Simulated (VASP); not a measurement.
# Al2Cu (P1) in VASP: single point with PBE

Aim: the single point of Al2Cu with PBE.

All numbers are computed with VASP 6.6.1; they aren't measurements. Logs are shortened: lines on timing, memory, paths and dates and some standing lists are left out, and cuts for length are marked.

## (1) The cell of the first run

The typed cell holds 12 atoms: a = 4.926 Å, b = 4.930 Å, c = 8.501 Å, α = 90.01°, β = 90.00°, γ = 119.96°.

## (2) Single point, PBE

Input file INCAR:

```
SYSTEM = Al2Cu
PREC = Accurate ; ENCUT = 520
EDIFF = 1E-6 ; ISMEAR = 0
SIGMA = 0.2 ; LREAL = .FALSE.
LASPH = .TRUE. ; NELM = 60
ALGO = Fast ; ISIF = 2
LWAVE = .FALSE. ; LCHARG = .FALSE.
GGA = PE ; NBANDS = 46
```

Input file KPOINTS:

```
regular mesh
0
G
  6 6 4
  0 0 0
```

Input file POSCAR:

```
Al2Cu
1.0
    0.0006790217     -0.0016392095      4.9257509866
    3.0197661219     -3.0199611433     -2.4638695021
    6.0106791006      6.0118953058      0.0007340760
Al Cu
8 4
Direct
    0.0915611392      0.1823752568      0.2501185653
    0.5913927782      0.1819819089      0.7499051357
    0.7499739408      0.5001782597      0.4087955332
    0.2500295686      0.4999152885      0.9089386006
    0.7499442865      0.4999957464      0.0910259927
    0.2495641690      0.4997561187      0.5909957570
    0.4091586900      0.8179701535      0.2500559329
    0.9085603913      0.8178543374      0.7499214331
    0.7499049512      0.9998309709      0.0001724256
    0.2499469242      1.0000271950      0.4998714780
    0.2499512147     -0.0000284543     -0.0000274782
    0.7500119464      1.0001432185      0.5002266240
```

Potentials or basis: VASP PAW PBE potentials, release 64 (Al, Cu).

Launch:

```
> cat potpaw_PBE.64/Al/POTCAR potpaw_PBE.64/Cu/POTCAR > POTCAR
> mpirun -np 1 vasp_std > vasp.out
```

OUTCAR:

```text
SYSTEM = Al2Cu
   PREC = Accurate
   ENCUT = 520
   EDIFF = 1E-6
   ISMEAR = 0
   LREAL = .FALSE.
   LASPH = .TRUE.
   NELM = 60
   ISIF = 2
   GGA = PE

 ion  position               nearest neighbor table
   1  0.092  0.182  0.250-  10 2.57  11 2.58   9 2.58  12 2.58   7 2.71   7 2.91   7 2.91   3 3.12
                             5 3.12   3 3.12   5 3.12   6 3.20   4 3.20   3 3.21   5 3.21
   2  0.591  0.182  0.750-  12 2.57  10 2.58   9 2.58  11 2.58   8 2.72   8 2.91   8 2.92   6 3.12
                             4 3.12   4 3.12   6 3.12   5 3.20   3 3.20   6 3.21   4 3.21
   3  0.750  0.500  0.409-  10 2.58  12 2.58  10 2.58  12 2.59   5 2.70   6 2.91   6 2.91   1 3.12
                             7 3.12   7 3.12   1 3.12   8 3.20   2 3.20   7 3.21   1 3.21
   4  0.250  0.500  0.909-  11 2.58   9 2.58  11 2.58   9 2.59   6 2.70   5 2.91   5 2.91   8 3.12
                             2 3.12   2 3.12   8 3.12   7 3.20   1 3.20   8 3.21   2 3.21
   5  0.750  0.500  0.091-   9 2.58   9 2.58  11 2.58  11 2.58   3 2.70   4 2.91   4 2.91   1 3.12
                             7 3.12   7 3.12   1 3.12   2 3.20   8 3.20   7 3.21   1 3.21
   6  0.250  0.500  0.591-  12 2.58  10 2.58  10 2.58  12 2.59   4 2.70   3 2.91   3 2.91   2 3.12
                             8 3.12   8 3.12   2 3.12   1 3.20   7 3.20   8 3.21   2 3.21
   7  0.409  0.818  0.250-   9 2.58  10 2.58  12 2.58  11 2.58   1 2.71   1 2.91   1 2.91   3 3.12
                             5 3.12   3 3.12   5 3.12   6 3.20   4 3.20   3 3.21   5 3.21
   8  0.909  0.818  0.750-  12 2.57   9 2.58  11 2.58  10 2.58   2 2.72   2 2.91   2 2.92   4 3.12
                             6 3.12   6 3.12   4 3.12   3 3.20   5 3.20   6 3.21   4 3.21
   9  0.750  1.000  0.000-  11 2.46  11 2.46   7 2.58   8 2.58   1 2.58   2 2.58   5 2.58   4 2.58
                             5 2.58   4 2.59
  10  0.250  0.000  0.500-  12 2.46  12 2.46   1 2.57   7 2.58   2 2.58   8 2.58   3 2.58   6 2.58
                             6 2.58   3 2.58
  11  0.250  1.000  1.000-   9 2.46   9 2.46   1 2.58   7 2.58   8 2.58   2 2.58   4 2.58   5 2.58
                             4 2.58   5 2.58
  12  0.750  0.000  0.500-  10 2.46  10 2.46   2 2.57   8 2.57   7 2.58   1 2.58   6 2.58   3 2.58
                             3 2.59   6 2.59

  LATTYP: Found a triclinic cell.
 ALAT       =     4.9309246599
 B/A-ratio  =     0.9989508350
 C/A-ratio  =     1.7240668945
 COS(alpha) =     0.0000515223
 COS(beta)  =     0.0002101976
 COS(gamma) =     0.4995621322

  Lattice vectors:

 A1 = (   3.0204451436,  -3.0216003528,   2.4618814845)
 A2 = (   0.0006790217,  -0.0016392095,   4.9257509866)
 A3 = (  -6.0106791006,  -6.0118953058,  -0.0007340760)

Analysis of symmetry for initial positions (statically):
=====================================================================
 Subroutine PRICEL returns:
 Original cell was already a primitive cell.

 Routine SETGRP: Setting up the symmetry group for a
 triclinic supercell.

 Subroutine GETGRP returns: Found  1 space group operations
 (whereof  1 operations were pure point group operations)
 out of a pool of  2 trial point group operations.

The static configuration has the point symmetry C_1 .

Analysis of symmetry for dynamics (positions and initial velocities):
=====================================================================
 Subroutine PRICEL returns:
 Original cell was already a primitive cell.

 Routine SETGRP: Setting up the symmetry group for a
 triclinic supercell.

 Subroutine GETGRP returns: Found  1 space group operations
 (whereof  1 operations were pure point group operations)
 out of a pool of  2 trial point group operations.

The dynamic configuration has the point symmetry C_1 .

 Subroutine INISYM returns: Found  1 space group operations
 (whereof  1 operations are pure point group operations),
 and found     1 'primitive' translations

----------------------------------------------------------------------------------------

                                     Primitive cell

  volume of cell :     178.8713

  direct lattice vectors                    reciprocal lattice vectors
     0.000679022 -0.001639209  4.925750987     0.082798692 -0.082806726  0.202975758
     3.019766122 -3.019961143 -2.463869502     0.165555361 -0.165521859 -0.000077905
     6.010679101  6.011895306  0.000734076     0.083186159  0.083167563  0.000016209

  length of vectors
     4.925751306  4.930497506  8.501243965     0.234332532  0.234106961  0.117629847
[... 43 lines left out ...]
     0.020796540  0.020791891  0.000004052     0.000000000  0.000000000  0.250000000

  Length of vectors
     0.039055422  0.039017827  0.029407462

  Shift w.r.t. Gamma in fractional coordinates (k-lattice)
     0.000000000  0.000000000  0.000000000

 Subroutine IBZKPT returns following result:
 ===========================================

 Found     76 irreducible k-points:

 Following reciprocal coordinates:
            Coordinates               Weight
  0.000000  0.000000  0.000000      1.000000
  0.166667  0.000000 -0.000000      2.000000
  0.333333  0.000000 -0.000000      2.000000
  0.500000  0.000000 -0.000000      1.000000
  0.000000  0.166667  0.000000      2.000000
  0.166667  0.166667 -0.000000      2.000000
[... 16 lines left out ...]
  0.333333  0.000000  0.250000      2.000000
  0.500000  0.000000  0.250000      2.000000
 [... further k-points ...]
   k-points           NKPTS =     76   k-points in BZ     NKDIM =     76   number of bands    NBANDS=     46
   number of dos      NEDOS =    301   number of ions     NIONS =     12
   total plane-waves  NPLWV = 102400
   dimension x,y,z NGX =    40 NGY =   40 NGZ =   64
   dimension x,y,z NGXF=    80 NGYF=   80 NGZF=  128
   ions per type =               8   4
   NGX,Y,Z   is equivalent  to a cutoff of  13.50, 13.49, 12.52 a.u.
   NGXF,Y,Z  is equivalent  to a cutoff of  27.00, 26.97, 25.03 a.u.
 SYSTEM =  Al2Cu
   PREC   = accura    normal or accurate (medium, high low for compatibility)
   ISTART =      0    job   : 0-new  1-cont  2-samecut
   ICHARG =      2    charge: 1-file 2-atom 10-const
   ISPIN  =      1    spin polarized calculation?
   LNONCOLLINEAR =      F non collinear calculations
   LSORBIT =      F    spin-orbit coupling
   LASPH  =      T    aspherical Exc in radial PAW
   ENCUT  =  520.0 eV  38.22 Ry    6.18 a.u.   9.16  9.17 15.81*2*pi/ulx,y,z
   NELM   =     60;   NELMIN=  2; NELMDL= -5     # of ELM steps
   EDIFF  = 0.1E-05   stopping-criterion for ELM
   LREAL  =      F    real-space projection
   EDIFFG = 0.1E-04   stopping-criterion for IOM
   NSW    =      0    number of steps for IOM
   IBRION =     -1    ionic relax: 0-MD 1-quasi-New 2-CG
   NFREE  =      0    steps in history (QN), initial steepest desc. (CG)
   ISIF   =      2    stress and relaxation
   ISYM   =      2    0-nonsym 1-usesym 2-fastsym
   POTIM  = 0.5000    time-step for ionic-motion
   TEBEG  =    0.0;   TEEND  =   0.0 temperature during run
   PSTRESS=    0.0 pullay stress
   NELECT =      68.0000    total number of electrons
   NUPDOWN=      -1.0000    fix difference up-down
   EMIN   =  10.00;   EMAX   =-10.00  energy-range for DOS
   EFERMI =   0.00;   METHOD = LEGACY
   ISMEAR =     0;   SIGMA  =   0.20  broadening in eV -4-tet -1-fermi 0-gaus
   EFERMI_NEDOS =   21; number of points for ismear=-14 and -15
   IALGO  =     68    algorithm
   IMIX   =      4    mixing-type and parameters
     AMIX     =   0.40;   BMIX     =  1.00
     AMIX_MAG =   1.60;   BMIX_MAG =  1.00
  volume/ion in A,a.u.               =      14.91       100.59
  Fermi-wavevector in a.u.,A,eV,Ry     =   1.185944  2.241110 19.136100  1.406464
  Thomas-Fermi vector in A             =   2.322127
   LORBIT       =      0    0 simple, 1 ext, 2 COOP (PROOUT), +10 PAW based schemes
   GGA     = PE    functional components
   LHFCALC =     F    Hartree Fock is set to
   AEXX    =    0.0000 exact exchange contribution
   IVDW    =     0    specifies the selected vdW correction
   LEPSILON=     F    determine dielectric tensor
   LRPA    =     F    only Hartree local field effects (RPA)
 non-spin polarized calculation
 RMM-DIIS sequential band-by-band and
 Gauss-broadening in eV      SIGMA  =   0.20
  energy-cutoff  :      520.00
  volume of cell :      178.87
 maximum number of plane-waves:      4857
 NGX is ok and might be reduce to    40
   NGX = 19   NGY = 19   NGZ = 31

 number of electron      67.9999981 magnetization

 Free energy of the ion-electron system (eV)
  ---------------------------------------------------
  ext. energy  EPLUGINS =         0.00000000
  ---------------------------------------------------
  free energy    TOTEN  =       -46.88464865 eV

  energy without entropy =      -46.82986214  energy(sigma->0) =      -46.85725539

 E-fermi :   7.9263     XC(G=0): -10.8555

 val. band max:        7.8868050479   @ k =   0.3333   0.1667  -0.0000
 cond. band min:       8.0081883429   @ k =   0.1667   0.3333  -0.0000
 fundamental gap:      0.1213832950
 Fermi energy:         7.9262506242

 k-point     1 :       0.0000    0.0000    0.0000
  band No.  band energies     occupation
      1      -2.7744      2.00000
      2      -0.8477      2.00000
      3      -0.6204      2.00000
      4       2.6495      2.00000
      5       2.6824      2.00000
      6       2.8625      2.00000
[... 1165 lines left out ...]
     45      12.7353      0.00000
     46      12.7372      0.00000

 [... further k-points ...]

------------------------ aborting loop because EDIFF is reached ----------------------------------------

  FORCE on cell =-STRESS in cart. coord.  units (eV):
  Direction    XX          YY          ZZ          XY          YZ          ZX
  --------------------------------------------------------------------------------------
  -------------------------------------------------------------------------------------
  Total        0.2118419      0.1760662      0.1548193     -0.0278119      0.0226616     -0.0104502
  in kB        1.8974998      1.5770521      1.3867400     -0.2491150      0.2029834     -0.0936043
  external PRESSURE =       1.6204307 kB  Pullay stress =       0.0000000 kB

 VOLUME and BASIS-vectors are now :
 -----------------------------------------------------------------------------
  energy-cutoff  :      520.00
  volume of cell :      178.87
      direct lattice vectors                 reciprocal lattice vectors
     0.000679022 -0.001639209  4.925750987     0.082798692 -0.082806726  0.202975758
     3.019766122 -3.019961143 -2.463869502     0.165555361 -0.165521859 -0.000077905
     6.010679101  6.011895306  0.000734076     0.083186159  0.083167563  0.000016209

 POSITION                                       TOTAL-FORCE (eV/Angst)
 -----------------------------------------------------------------------------------
      2.05418      0.95277      0.00184         0.001785     -0.008383     -0.008185
      5.05738      3.95780      2.46522         0.015838     -0.002060     -0.012640
      3.96807      0.94589      2.46211        -0.005859     -0.000926     -0.000404
      6.97314      3.95431      0.00052        -0.007339     -0.006793     -0.002604
      2.05751     -0.96396      2.46218         0.004360      0.005969      0.003235
      5.06160      2.04335     -0.00161         0.015100      0.002289      0.005448
      3.97336     -0.96760      0.00023        -0.007559      0.005590     -0.000439
      6.97788      2.03707      2.46081        -0.004528      0.013014      0.010699
      3.02080     -3.01964      1.23039         0.000458     -0.006766      0.001240
      3.00482      3.00468      1.23148         0.003563      0.005733      0.003167
      9.03036      2.99145     -1.23187        -0.002678     -0.001584      0.002441
      3.00764      3.00565      3.69439        -0.013142     -0.006083     -0.001958
 -----------------------------------------------------------------------------------
    total drift:                               -0.000116     -0.000104     -0.000115

  FREE ENERGIE OF THE ION-ELECTRON SYSTEM (eV)
  ---------------------------------------------------
  free  energy   TOTEN  =       -46.8846486451 eV

  energy  without entropy=      -46.8298621423  energy(sigma->0) =      -46.85725539
```

Wall time 7.5 min (1 thread of Intel Xeon 6975P-C (Granite Rapids), shared host); peak memory 0.62 GiB.

Results:

| Quantity | Value |
| --- | --- |
| Free energy | -46.8846 eV |
| Pressure | 0.2 GPa |
| Largest force | 0.020 eV/Å |
| Band gap on the k mesh | zero (bands 34 and 35 overlap by 1.83 eV) |

Forces on the atoms (eV/Å):
```
Al   0.002 -0.008 -0.008
Al   0.016 -0.002 -0.013
Al  -0.006 -0.001  0.000
Al  -0.007 -0.007 -0.003
Al   0.004  0.006  0.003
Al   0.015  0.002  0.005
Al  -0.008  0.006  0.000
Al  -0.005  0.013  0.011
Cu   0.000 -0.007  0.001
Cu   0.004  0.006  0.003
Cu  -0.003 -0.002  0.002
Cu  -0.013 -0.006 -0.002
```

Levels at points of the mesh, in eV from the Fermi level:
| k point | band 32 | band 33 | band 34 | band 35 | band 36 | band 37 |
| --- | --- | --- | --- | --- | --- | --- |
| (0.00, 0.00, 0.00) | -1.20 | -1.19 | -0.96 | -0.80 | -0.72 | -0.35 |
| (0.50, 0.00, 0.00) | -1.73 | -0.14 | -0.14 | 0.11 | 0.11 | 3.02 |
| (0.00, 0.50, 0.00) | -1.22 | -0.91 | -0.73 | 0.93 | 1.42 | 2.54 |
| (0.50, 0.50, 0.00) | -1.73 | -0.14 | -0.14 | 0.11 | 0.11 | 3.02 |
| (0.00, 0.00, 0.50) | -1.23 | -0.91 | -0.90 | -0.87 | -0.87 | 1.82 |
| (0.50, 0.00, 0.50) | -2.55 | 0.31 | 0.31 | 0.31 | 0.31 | 4.10 |
| (0.00, 0.50, 0.50) | -2.02 | 0.33 | 0.33 | 0.57 | 0.57 | 3.53 |
| (0.50, 0.50, 0.50) | -2.55 | 0.31 | 0.31 | 0.31 | 0.32 | 4.11 |

The gap in the log of VASP goes by the Fermi energy; the results here count the filled bands.